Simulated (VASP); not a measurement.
# BaS (Fm-3m) in VASP: a series of runs, part 2 of 2

VASP 6.6.1.

### Step 3. Single point, r2SCAN

POSCAR

```
BaS
1.0
    0.0000000000      3.1937500000      3.1937500000
    3.1937500000      0.0000000000      3.1937500000
    3.1937500000      3.1937500000      0.0000000000
Ba S
1 1
Direct
    0.0000000000      0.0000000000      0.0000000000
    0.5000000000      0.5000000000      0.5000000000
```

INCAR.step1

```
PREC = Accurate
ENCUT = 520
ISMEAR = 0
SIGMA = 0.05
LREAL = False
LASPH = True
NELM = 80
NBANDS = 15
GGA = PE
ALGO = Normal
EDIFF = 1E-4
LWAVE = True
LCHARG = False
```

INCAR.step2

```
PREC = Accurate
ENCUT = 520
EDIFF = 1E-6
ISMEAR = 0
SIGMA = 0.05
LREAL = False
LASPH = True
NELM = 80
ALGO = Normal
ISIF = 2
LWAVE = False
LCHARG = False
METAGGA = R2SCAN
LMIXTAU = True
NBANDS = 15
ISTART = 1
```

KPOINTS

```
regular mesh
0
Gamma
  8 8 8
```

Potentials or basis: VASP PAW PBE potentials, release 64 (Ba_sv, S).

On the command line:

```
$ cat potpaw_PBE.64/Ba_sv/POTCAR potpaw_PBE.64/S/POTCAR > POTCAR
$ cp INCAR.step1 INCAR
$ mpirun -np 1 vasp_std > vasp.out
$ cp INCAR.step2 INCAR
$ mpirun -np 1 vasp_std > vasp.out
```

OUTCAR:

```text
PREC = Accurate
   ENCUT = 520
   EDIFF = 1E-6
   ISMEAR = 0
   LREAL = False
   LASPH = True
   NELM = 80
   ISIF = 2
   METAGGA = R2SCAN
   ISTART = 1

 ion  position               nearest neighbor table
   1  0.000  0.000  0.000-   2 3.19   2 3.19   2 3.19   2 3.19   2 3.19   2 3.19
   2  0.500  0.500  0.500-   1 3.19   1 3.19   1 3.19   1 3.19   1 3.19   1 3.19

  LATTYP: Found a face centered cubic cell.
 ALAT       =     6.3875000000

  Lattice vectors:

 A1 = (   0.0000000000,   3.1937500000,   3.1937500000)
 A2 = (   3.1937500000,   0.0000000000,   3.1937500000)
 A3 = (   3.1937500000,   3.1937500000,   0.0000000000)

Analysis of symmetry for initial positions (statically):
=====================================================================
 Subroutine PRICEL returns:
 Original cell was already a primitive cell.

 Routine SETGRP: Setting up the symmetry group for a
 face centered cubic supercell.

 Subroutine GETGRP returns: Found 48 space group operations
 (whereof 48 operations were pure point group operations)
 out of a pool of 48 trial point group operations.

The static configuration has the point symmetry O_h .

Analysis of symmetry for dynamics (positions and initial velocities):
=====================================================================
 Subroutine PRICEL returns:
 Original cell was already a primitive cell.

 Routine SETGRP: Setting up the symmetry group for a
 face centered cubic supercell.

 Subroutine GETGRP returns: Found 48 space group operations
 (whereof 48 operations were pure point group operations)
 out of a pool of 48 trial point group operations.

The dynamic configuration has the point symmetry O_h .

 Subroutine INISYM returns: Found 48 space group operations
 (whereof 48 operations are pure point group operations),
 and found     1 'primitive' translations

----------------------------------------------------------------------------------------

                                     Primitive cell

  volume of cell :      65.1527

  direct lattice vectors                    reciprocal lattice vectors
     0.000000000  3.193750000  3.193750000    -0.156555773  0.156555773  0.156555773
     3.193750000  0.000000000  3.193750000     0.156555773 -0.156555773  0.156555773
     3.193750000  3.193750000  0.000000000     0.156555773  0.156555773 -0.156555773

  length of vectors
     4.516644565  4.516644565  4.516644565     0.271162553  0.271162553  0.271162553

  position of ions in fractional coordinates (direct lattice)
     0.000000000  0.000000000  0.000000000
     0.500000000  0.500000000  0.500000000

  ion indices of the primitive-cell ions
   primitive index   ion index
                 1           1
                 2           2

----------------------------------------------------------------------------------------

 KPOINTS: regular mesh

Automatic generation of k-mesh.
 Grid dimensions read from file:
 generate k-points for:    8    8    8

 Generating k-lattice:

  Cartesian coordinates                     Fractional coordinates (reciprocal lattice)
    -0.019569472  0.019569472  0.019569472     0.125000000  0.000000000  0.000000000
     0.019569472 -0.019569472  0.019569472     0.000000000  0.125000000  0.000000000
     0.019569472  0.019569472 -0.019569472     0.000000000  0.000000000  0.125000000

  Length of vectors
     0.033895319  0.033895319  0.033895319

  Shift w.r.t. Gamma in fractional coordinates (k-lattice)
     0.000000000  0.000000000  0.000000000

 Subroutine IBZKPT returns following result:
 ===========================================

 Found     29 irreducible k-points:

 Following reciprocal coordinates:
            Coordinates               Weight
  0.000000  0.000000  0.000000      1.000000
  0.125000  0.000000  0.000000      8.000000
  0.250000  0.000000  0.000000      8.000000
  0.375000  0.000000  0.000000      8.000000
  0.500000  0.000000  0.000000      4.000000
  0.125000  0.125000  0.000000      6.000000
[... 16 lines left out ...]
  0.500000  0.250000  0.125000     48.000000
 -0.375000  0.250000  0.125000     24.000000
 [... further k-points ...]
   k-points           NKPTS =     29   k-points in BZ     NKDIM =     29   number of bands    NBANDS=     15
   number of dos      NEDOS =    301   number of ions     NIONS =      2
   total plane-waves  NPLWV =  46656
   dimension x,y,z NGX =    36 NGY =   36 NGZ =   36
   dimension x,y,z NGXF=    72 NGYF=   72 NGZF=   72
   ions per type =               1   1
   NGX,Y,Z   is equivalent  to a cutoff of  13.25, 13.25, 13.25 a.u.
   NGXF,Y,Z  is equivalent  to a cutoff of  26.50, 26.50, 26.50 a.u.
 SYSTEM =  unknown system
   PREC   = accura    normal or accurate (medium, high low for compatibility)
   ISTART =      1    job   : 0-new  1-cont  2-samecut
   ICHARG =      0    charge: 1-file 2-atom 10-const
   ISPIN  =      1    spin polarized calculation?
   LNONCOLLINEAR =      F non collinear calculations
   LSORBIT =      F    spin-orbit coupling
   LASPH  =      T    aspherical Exc in radial PAW
   ENCUT  =  520.0 eV  38.22 Ry    6.18 a.u.   8.40  8.40  8.40*2*pi/ulx,y,z
   NELM   =     80;   NELMIN=  2; NELMDL=  0     # of ELM steps
   EDIFF  = 0.1E-05   stopping-criterion for ELM
   LREAL  =      F    real-space projection
   EDIFFG = 0.1E-04   stopping-criterion for IOM
   NSW    =      0    number of steps for IOM
   IBRION =     -1    ionic relax: 0-MD 1-quasi-New 2-CG
   NFREE  =      0    steps in history (QN), initial steepest desc. (CG)
   ISIF   =      2    stress and relaxation
   ISYM   =      2    0-nonsym 1-usesym 2-fastsym
   POTIM  = 0.5000    time-step for ionic-motion
   TEBEG  =    0.0;   TEEND  =   0.0 temperature during run
   PSTRESS=    0.0 pullay stress
   NELECT =      16.0000    total number of electrons
   NUPDOWN=      -1.0000    fix difference up-down
   EMIN   =  10.00;   EMAX   =-10.00  energy-range for DOS
   EFERMI =   0.00;   METHOD = LEGACY
   ISMEAR =     0;   SIGMA  =   0.05  broadening in eV -4-tet -1-fermi 0-gaus
   EFERMI_NEDOS =   21; number of points for ismear=-14 and -15
   IALGO  =     38    algorithm
   IMIX   =      4    mixing-type and parameters
     AMIX     =   0.40;   BMIX     =  1.00
     AMIX_MAG =   1.60;   BMIX_MAG =  1.00
  volume/ion in A,a.u.               =      32.58       219.84
  Fermi-wavevector in a.u.,A,eV,Ry     =   1.025189  1.937326 14.299891  1.051012
  Thomas-Fermi vector in A             =   2.159016
   LORBIT       =      0    0 simple, 1 ext, 2 COOP (PROOUT), +10 PAW based schemes
   METAGGA = R2SCAN    functional components
   LHFCALC =     F    Hartree Fock is set to
   AEXX    =    0.0000 exact exchange contribution
   IVDW    =     0    specifies the selected vdW correction
   LEPSILON=     F    determine dielectric tensor
   LRPA    =     F    only Hartree local field effects (RPA)
 non-spin polarized calculation
 Gauss-broadening in eV      SIGMA  =   0.05
  energy-cutoff  :      520.00
  volume of cell :       65.15
 maximum number of plane-waves:      1807
 NGX is ok and might be reduce to    36
   NGX = 17   NGY = 17   NGZ = 17

 number of electron      16.0000001 magnetization

 Free energy of the ion-electron system (eV)
  ---------------------------------------------------
  ext. energy  EPLUGINS =         0.00000000
  ---------------------------------------------------
  free energy    TOTEN  =       -39.19840309 eV

  energy without entropy =      -39.19840309  energy(sigma->0) =      -39.19840309

 E-fermi :   1.4987     XC(G=0):  -9.0798

 val. band max:        1.2194880034   @ k =   0.0000   0.0000   0.0000
 cond. band min:       3.6828045092   @ k =   0.5000   0.5000   0.0000
 fundamental gap:      2.4633165058
 Fermi energy:         1.4987160750

 k-point     1 :       0.0000    0.0000    0.0000
  band No.  band energies     occupation
      1     -25.5916      2.00000
      2     -10.2250      2.00000
      3     -10.2250      2.00000
      4     -10.2250      2.00000
      5      -9.5782      2.00000
      6       1.2195      2.00000
      7       1.2195      2.00000
      8       1.2195      2.00000
      9       5.4415      0.00000
     10       5.5266      0.00000
     11       5.5266      0.00000
     12       5.5266      0.00000
     13       6.5642      0.00000
     14       6.5642      0.00000
[... 401 lines left out ...]
      2     -11.2313      2.00000
      3     -10.4188      2.00000
      4     -10.3289      2.00000
      5      -8.5572      2.00000
      6      -0.2460      2.00000
      7       0.3604      2.00000
      8       0.4402      2.00000
      9       6.3542      0.00000
     10       6.5409      0.00000
     11       8.4258      0.00000
     12       8.7321      0.00000
     13       9.7531      0.00000
     14      10.5874      0.00000
     15      11.4336      0.00000

 [... further k-points ...]
[... 5 lines left out ...]
  --------------------------------------------------------------------------------------
  -------------------------------------------------------------------------------------
  Total        0.5726313      0.5726313      0.5726313      0.0000000      0.0000000      0.0000000
  in kB       14.0816291     14.0816291     14.0816291      0.0000000      0.0000000      0.0000000
  external PRESSURE =      14.0816291 kB  Pullay stress =       0.0000000 kB

 VOLUME and BASIS-vectors are now :
 -----------------------------------------------------------------------------
  energy-cutoff  :      520.00
  volume of cell :       65.15
      direct lattice vectors                 reciprocal lattice vectors
     0.000000000  3.193750000  3.193750000    -0.156555773  0.156555773  0.156555773
     3.193750000  0.000000000  3.193750000     0.156555773 -0.156555773  0.156555773
     3.193750000  3.193750000  0.000000000     0.156555773  0.156555773 -0.156555773

 POSITION                                       TOTAL-FORCE (eV/Angst)
 -----------------------------------------------------------------------------------
      0.00000      0.00000      0.00000         0.000000     -0.000000      0.000000
      3.19375      3.19375      3.19375        -0.000000      0.000000     -0.000000
 -----------------------------------------------------------------------------------
    total drift:                                0.000000      0.000000      0.000000

  FREE ENERGIE OF THE ION-ELECTRON SYSTEM (eV)
  ---------------------------------------------------
  free  energy   TOTEN  =       -39.1984030926 eV

  energy  without entropy=      -39.1984030926  energy(sigma->0) =      -39.19840309
```

OUTCAR.step1:

```text
PREC = Accurate
   ENCUT = 520
   ISMEAR = 0
   LREAL = False
   LASPH = True
[... 654 lines left out ...]
      0.00000      0.00000      0.00000        -0.000000     -0.000000     -0.000000
      3.19375      3.19375      3.19375         0.000000      0.000000      0.000000
 -----------------------------------------------------------------------------------
    total drift:                                0.000000      0.000000      0.000000

  FREE ENERGIE OF THE ION-ELECTRON SYSTEM (eV)
  ---------------------------------------------------
  free  energy   TOTEN  =       -10.1847501863 eV

  energy  without entropy=      -10.1847501863  energy(sigma->0) =      -10.18475019
```

Run time: 2.5 min. Hardware: 1 thread of Intel Xeon 8259CL, shared host; peak memory 0.23 GiB.

What came out:

| Quantity | Value |
| --- | --- |
| Free energy | -39.1984 eV |
| Pressure | 1.4 GPa |
| Band gap on the k mesh | 2.46 eV (least direct gap 2.60 eV) |

Caveat: the PAW data sets were made with another functional, which shifts forces and pressure a little; spin-orbit coupling is left out, which moves the levels of the heavy elements. A k mesh can miss the band edges.
